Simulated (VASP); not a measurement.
# Se (P6_3/mmc) in VASP: a series of runs

Aim: see how the results for Se move with the level of theory and the settings. Levels: RPBE, PBE. Tasks: single point.

Program: VASP 6.6.1. These are calculated values, not measurements. Logs are shortened: lines on timing, memory, paths and dates and some standing lists are left out, and cuts for length are marked.

### 1 The cell of the first run

It takes space group P6_3/mmc (No. 194, hexagonal). Conventional cell: a = 3.720 Å, b = 3.720 Å, c = 3.851 Å, α = 90.00°, β = 90.00°, γ = 120.00°. Within 3.9 Å of Se (site symmetry -6m2) lie 14 Se at 2.88 to 3.85 Å.

This isn't the form of Se at room conditions, which is trigonal, of chains.

### 2 Single point, RPBE

INCAR reads:

```
SYSTEM = Se
PREC = Accurate
ENCUT = 520
EDIFF = 1E-6
ISMEAR = -1
SIGMA = 0.03
LREAL = .FALSE.
LASPH = .TRUE.
NELM = 100
ALGO = Normal
ISIF = 2
LWAVE = .FALSE.
LCHARG = .TRUE.
GGA = RP
LELF = .TRUE.
LVHAR = .TRUE.
NBANDS = 13
```

KPOINTS reads:

```
Automatic mesh
0
G
  19 19 10
  0 0 0
```

POSCAR reads:

```
Se
1.0
    3.7202718101      0.0000000000      0.0000000000
   -1.8601359050      3.2218498965      0.0000000000
    0.0000000000      0.0000000000      3.8505633181
Se
2
Direct
    0.3333333333      0.6666666667      0.2500000000
    0.6666666667      0.3333333333      0.7500000000
```

Potentials or basis: VASP PAW PBE potentials, release 64 (Se).

Command:

```sh
cat potpaw_PBE.64/Se/POTCAR > POTCAR
mpirun -np 1 vasp_std > vasp.out
```

OUTCAR:

```text
SYSTEM = Se
   PREC = Accurate
   ENCUT = 520
   EDIFF = 1E-6
   ISMEAR = -1
   LREAL = .FALSE.
   LASPH = .TRUE.
   NELM = 100
   ISIF = 2
   GGA = RP

 ion  position               nearest neighbor table
   1  0.333  0.667  0.250-
   2  0.667  0.333  0.750-

  LATTYP: Found a hexagonal cell.
 ALAT       =     3.7202718101
 C/A-ratio  =     1.0350220400

  Lattice vectors:

 A1 = (   3.7202718101,   0.0000000000,   0.0000000000)
 A2 = (  -1.8601359050,   3.2218498965,   0.0000000000)
 A3 = (   0.0000000000,   0.0000000000,   3.8505633181)

Analysis of symmetry for initial positions (statically):
=====================================================================
 Subroutine PRICEL returns:
 Original cell was already a primitive cell.

 Routine SETGRP: Setting up the symmetry group for a
 hexagonal supercell.

 Subroutine GETGRP returns: Found 24 space group operations
 (whereof 12 operations were pure point group operations)
 out of a pool of 24 trial point group operations.

The static configuration has the point symmetry D_3d.
 The point group associated with its full space group is D_6h.

Analysis of symmetry for dynamics (positions and initial velocities):
=====================================================================
 Subroutine PRICEL returns:
 Original cell was already a primitive cell.

 Routine SETGRP: Setting up the symmetry group for a
 hexagonal supercell.

 Subroutine GETGRP returns: Found 24 space group operations
 (whereof 12 operations were pure point group operations)
 out of a pool of 24 trial point group operations.

The dynamic configuration has the point symmetry D_3d.
 The point group associated with its full space group is D_6h.

 Subroutine INISYM returns: Found 24 space group operations
 (whereof 12 operations are pure point group operations),
 and found     1 'primitive' translations

----------------------------------------------------------------------------------------

                                     Primitive cell

  volume of cell :      46.1535

  direct lattice vectors                    reciprocal lattice vectors
     3.720271810  0.000000000  0.000000000     0.268797564  0.155190346  0.000000000
    -1.860135905  3.221849897  0.000000000     0.000000000  0.310380692  0.000000000
     0.000000000  0.000000000  3.850563318     0.000000000  0.000000000  0.259702261

  length of vectors
     3.720271810  3.720271810  3.850563318     0.310380692  0.310380692  0.259702261

  position of ions in fractional coordinates (direct lattice)
     0.333333333  0.666666667  0.250000000
     0.666666667  0.333333333  0.750000000

  ion indices of the primitive-cell ions
   primitive index   ion index
                 1           1
                 2           2

----------------------------------------------------------------------------------------

 KPOINTS: Automatic mesh

Automatic generation of k-mesh.
 Grid dimensions read from file:
 generate k-points for:   19   19   10

 Generating k-lattice:

  Cartesian coordinates                     Fractional coordinates (reciprocal lattice)
     0.014147240  0.008167913  0.000000000     0.052631579 -0.000000000  0.000000000
     0.000000000  0.016335826  0.000000000     0.000000000  0.052631579  0.000000000
     0.000000000  0.000000000  0.025970226     0.000000000  0.000000000  0.100000000

  Length of vectors
     0.016335826  0.016335826  0.025970226

  Shift w.r.t. Gamma in fractional coordinates (k-lattice)
     0.000000000  0.000000000  0.000000000

 Subroutine IBZKPT returns following result:
 ===========================================

 Found    240 irreducible k-points:

 Following reciprocal coordinates:
            Coordinates               Weight
  0.000000  0.000000  0.000000      1.000000
  0.052632 -0.000000  0.000000      6.000000
  0.105263 -0.000000  0.000000      6.000000
  0.157895  0.000000  0.000000      6.000000
  0.210526 -0.000000  0.000000      6.000000
  0.263158 -0.000000  0.000000      6.000000
[... 16 lines left out ...]
  0.263158  0.105263  0.000000     12.000000
  0.315789  0.105263  0.000000     12.000000
 [... further k-points ...]
   k-points           NKPTS =    240   k-points in BZ     NKDIM =    240   number of bands    NBANDS=     13
   number of dos      NEDOS =    301   number of ions     NIONS =      2
   total plane-waves  NPLWV =  23520
   dimension x,y,z NGX =    28 NGY =   28 NGZ =   30
   dimension x,y,z NGXF=    56 NGYF=   56 NGZF=   60
   ions per type =               2
   NGX,Y,Z   is equivalent  to a cutoff of  12.51, 12.51, 12.95 a.u.
   NGXF,Y,Z  is equivalent  to a cutoff of  25.02, 25.02, 25.90 a.u.
 SYSTEM =  Se
   PREC   = accura    normal or accurate (medium, high low for compatibility)
   ISTART =      0    job   : 0-new  1-cont  2-samecut
   ICHARG =      2    charge: 1-file 2-atom 10-const
   ISPIN  =      1    spin polarized calculation?
   LNONCOLLINEAR =      F non collinear calculations
   LSORBIT =      F    spin-orbit coupling
   LASPH  =      T    aspherical Exc in radial PAW
   ENCUT  =  520.0 eV  38.22 Ry    6.18 a.u.   6.92  6.92  7.16*2*pi/ulx,y,z
   NELM   =    100;   NELMIN=  2; NELMDL= -5     # of ELM steps
   EDIFF  = 0.1E-05   stopping-criterion for ELM
   LREAL  =      F    real-space projection
   EDIFFG = 0.1E-04   stopping-criterion for IOM
   NSW    =      0    number of steps for IOM
   IBRION =     -1    ionic relax: 0-MD 1-quasi-New 2-CG
   NFREE  =      0    steps in history (QN), initial steepest desc. (CG)
   ISIF   =      2    stress and relaxation
   ISYM   =      2    0-nonsym 1-usesym 2-fastsym
   POTIM  = 0.5000    time-step for ionic-motion
   TEBEG  =    0.0;   TEEND  =   0.0 temperature during run
   PSTRESS=    0.0 pullay stress
   NELECT =      12.0000    total number of electrons
   NUPDOWN=      -1.0000    fix difference up-down
   EMIN   =  10.00;   EMAX   =-10.00  energy-range for DOS
   EFERMI =   0.00;   METHOD = LEGACY
   ISMEAR =    -1;   SIGMA  =   0.03  broadening in eV -4-tet -1-fermi 0-gaus
   EFERMI_NEDOS =   21; number of points for ismear=-14 and -15
   IALGO  =     38    algorithm
   IMIX   =      4    mixing-type and parameters
     AMIX     =   0.40;   BMIX     =  1.00
     AMIX_MAG =   1.60;   BMIX_MAG =  1.00
  volume/ion in A,a.u.               =      23.08       155.73
  Fermi-wavevector in a.u.,A,eV,Ry     =   1.044882  1.974540 14.854541  1.091778
  Thomas-Fermi vector in A             =   2.179654
   LORBIT       =      0    0 simple, 1 ext, 2 COOP (PROOUT), +10 PAW based schemes
   GGA     = RP    functional components
   LHFCALC =     F    Hartree Fock is set to
   AEXX    =    0.0000 exact exchange contribution
   IVDW    =     0    specifies the selected vdW correction
   LEPSILON=     F    determine dielectric tensor
   LRPA    =     F    only Hartree local field effects (RPA)
 non-spin polarized calculation
  energy-cutoff  :      520.00
  volume of cell :       46.15
 maximum number of plane-waves:      1262
 NGX is ok and might be reduce to    28
   NGX = 13   NGY = 13   NGZ = 15

 number of electron      12.0000000 magnetization

 Free energy of the ion-electron system (eV)
  ---------------------------------------------------
  ext. energy  EPLUGINS =         0.00000000
  ---------------------------------------------------
  free energy    TOTEN  =        -5.50404907 eV

  energy without entropy =       -5.50159703  energy(sigma->0) =       -5.50282305

 E-fermi :   4.4273     XC(G=0):  -9.7665

 val. band max:        4.4217481517   @ k =   0.2105  -0.0000   0.0000
 cond. band min:       4.4402799305   @ k =   0.3158   0.3158   0.1000
 fundamental gap:      0.0185317788
 Fermi energy:         4.4272518450

 k-point     1 :       0.0000    0.0000    0.0000
  band No.  band energies     occupation
      1     -11.2563      2.00000
      2      -5.8177      2.00000
      3      -0.0956      2.00000
      4       2.1155      2.00000
      5       2.1155      2.00000
      6       5.1672      0.00000
      7       5.1672      0.00000
      8       7.5824      0.00000
      9       8.7800      0.00000
     10      11.6450      0.00000
     11      14.3833      0.00000
     12      14.3833      0.00000
     13      16.0316      0.00000

 k-point     2 :       0.0526   -0.0000    0.0000
  band No.  band energies     occupation
      1     -11.2278      2.00000
      2      -5.8499      2.00000
      3      -0.0645      2.00000
      4       2.0343      2.00000
      5       2.0525      2.00000
      6       5.0998      0.00000
      7       5.2364      0.00000
      8       7.4889      0.00000
      9       8.8942      0.00000
     10      11.7917      0.00000
     11      14.1798      0.00000
     12      14.3930      0.00000
     13      15.9472      0.00000

 k-point     3 :       0.1053   -0.0000    0.0000
  band No.  band energies     occupation
      1     -11.1428      2.00000
      2      -5.9472      2.00000
      3       0.0282      2.00000
      4       1.8178      2.00000
      5       1.8856      2.00000
      6       4.9190      0.00000
      7       5.4188      0.00000
      8       7.2231      0.00000
      9       9.2135      0.00000
     10      12.0977      0.00000
     11      13.8568      0.00000
     12      14.4401      0.00000
     13      15.6970      0.00000

 k-point     4 :       0.1579    0.0000    0.0000
  band No.  band energies     occupation
      1     -11.0029      2.00000
      2      -6.1110      2.00000
      3       0.1810      2.00000
      4       1.5269      2.00000
      5       1.6606      2.00000
      6       4.6757      0.00051
      7       5.6605      0.00000
      8       6.8212      0.00000
      9       9.6517      0.00000
     10      12.1563      0.00000
     11      14.0105      0.00000
     12      14.5666      0.00000
     13      15.3909      0.00000

 k-point     5 :       0.2105   -0.0000    0.0000
  band No.  band energies     occupation
      1     -10.8114      2.00000
      2      -6.3403      2.00000
      3       0.3909      2.00000
      4       1.2224      2.00000
      5       1.4192      2.00000
      6       4.4217      1.09147
      7       5.9102      0.00000
      8       6.3268      0.00000
      9       9.9938      0.00000
     10      12.0601      0.00000
     11      14.6887      0.00000
     12      14.8155      0.00000
     13      15.0778      0.00000
[... 257 lines left out ...]
 k-point    22 :       0.2105    0.1053    0.0000
  band No.  band energies     occupation
      1     -10.4941      2.00000
      2      -6.7165      2.00000
      3       0.5848      2.00000
      4       0.7406      2.00000
      5       1.3671      2.00000
      6       4.3125      1.95736
      7       5.6251      0.00000
      8       5.9937      0.00000
      9      10.3261      0.00000
     10      11.8307      0.00000
     11      13.8598      0.00000
     12      15.4449      0.00000
     13      15.8147      0.00000

 k-point    23 :       0.2632    0.1053    0.0000
  band No.  band energies     occupation
      1     -10.2206      2.00000
      2      -7.0419      2.00000
      3       0.2480      2.00000
      4       1.0442      2.00000
      5       1.3387      2.00000
      6       4.1062      1.99995
      7       5.0915      0.00000
      8       6.1402      0.00000
      9      10.0070      0.00000
     10      12.4188      0.00000
     11      13.4644      0.00000
     12      15.8725      0.00000
     13      16.3336      0.00000

 k-point    24 :       0.3158    0.1053    0.0000
  band No.  band energies     occupation
      1      -9.9249      2.00000
      2      -7.3872      2.00000
      3      -0.0175      2.00000
      4       1.3426      2.00000
      5       1.3745      2.00000
      6       3.9229      2.00000
      7       4.5742      0.01480
      8       6.2480      0.00000
      9       9.6553      0.00000
     10      13.1600      0.00000
     11      13.2065      0.00000
     12      16.0007      0.00000
     13      16.1872      0.00000

 [... further k-points ...]

------------------------ aborting loop because EDIFF is reached ----------------------------------------

  FORCE on cell =-STRESS in cart. coord.  units (eV):
  Direction    XX          YY          ZZ          XY          YZ          ZX
  --------------------------------------------------------------------------------------
  -------------------------------------------------------------------------------------
  Total        0.0628342      0.0628342     -0.1965029      0.0000000      0.0000000      0.0000000
  in kB        2.1812359      2.1812359     -6.8214277      0.0000000      0.0000000      0.0000000
  external PRESSURE =      -0.8196520 kB  Pullay stress =       0.0000000 kB

 VOLUME and BASIS-vectors are now :
 -----------------------------------------------------------------------------
  energy-cutoff  :      520.00
  volume of cell :       46.15
      direct lattice vectors                 reciprocal lattice vectors
     3.720271810  0.000000000  0.000000000     0.268797564  0.155190346  0.000000000
    -1.860135905  3.221849897  0.000000000     0.000000000  0.310380692  0.000000000
     0.000000000  0.000000000  3.850563318     0.000000000  0.000000000  0.259702261

 POSITION                                       TOTAL-FORCE (eV/Angst)
 -----------------------------------------------------------------------------------
     -0.00000      2.14790      0.96264        -0.000000      0.000000      0.000000
      1.86014      1.07395      2.88792         0.000000     -0.000000      0.000000
 -----------------------------------------------------------------------------------
    total drift:                               -0.000000      0.000000     -0.000000

  FREE ENERGIE OF THE ION-ELECTRON SYSTEM (eV)
  ---------------------------------------------------
  free  energy   TOTEN  =        -5.5040490663 eV

  energy  without entropy=       -5.5015970322  energy(sigma->0) =       -5.50282305
```

Run time: 44 s. Hardware: 1 thread of Intel Xeon 6975P-C (Granite Rapids), shared host; peak memory 0.24 GiB.

What came out:

```yaml
Free_energy: -5.5040 eV
Pressure: -0.1 GPa
Band_gap_on_the_k_mesh: zero (bands 6 and 7 overlap by 2.07 eV)
```

Caveat: the PAW data sets were made with another functional, which shifts forces and pressure a little.

### 3 Single point, PBE (23.75 Å³/atom)

This run uses another cell than the first one, of 23.75 Å³/atom.

INCAR reads:

```
SYSTEM = Se
PREC = Accurate
ENCUT = 520
EDIFF = 1E-7
ISMEAR = -1
SIGMA = 0.03
LREAL = .False.
LASPH = .True.
NELM = 80
ALGO = Normal
ISIF = 2
LWAVE = .False.
LCHARG = .False.
GGA = PE
NBANDS = 13
```

KPOINTS reads:

```
Automatic mesh
0
Gamma
  19 19 10
  0 0 0
```

POSCAR reads:

```
Se
1.0
    3.7560458490      0.0000000000      0.0000000000
   -1.8780229245      3.2528311230      0.0000000000
    0.0000000000      0.0000000000      3.8875902368
Se
2
Direct
    0.3333333333      0.6666666667      0.2500000000
    0.6666666667      0.3333333333      0.7500000000
```

Potentials or basis: VASP PAW PBE potentials, release 64 (Se).

Command:

```sh
cat potpaw_PBE.64/Se/POTCAR > POTCAR
mpirun -np 1 vasp_std > vasp.out
```

Wall time 41 s (1 thread of Intel Xeon 6975P-C (Granite Rapids), shared host); peak memory 0.25 GiB.

Results (log left out):

- Free energy: -6.2560 eV
- Pressure: -3.4 GPa
- Band gap on the k mesh: zero (bands 6 and 7 overlap by 2.03 eV)

Stress tensor (GPa, compression positive):
```
-2.76  0.00  0.00
 0.00 -2.76  0.00
 0.00  0.00 -4.60
```

Levels at points of the mesh, in eV from the Fermi level:
```tsv
k point	band 4	band 5	band 6	band 7	band 8	band 9
(0.00, 0.00, 0.00)	-2.21	-2.21	0.74	0.74	3.01	4.44
(0.00, 0.00, 0.50)	-1.22	-0.66	-0.66	-0.66	-0.66	8.15
```

Caveat: the cell stands under tension.
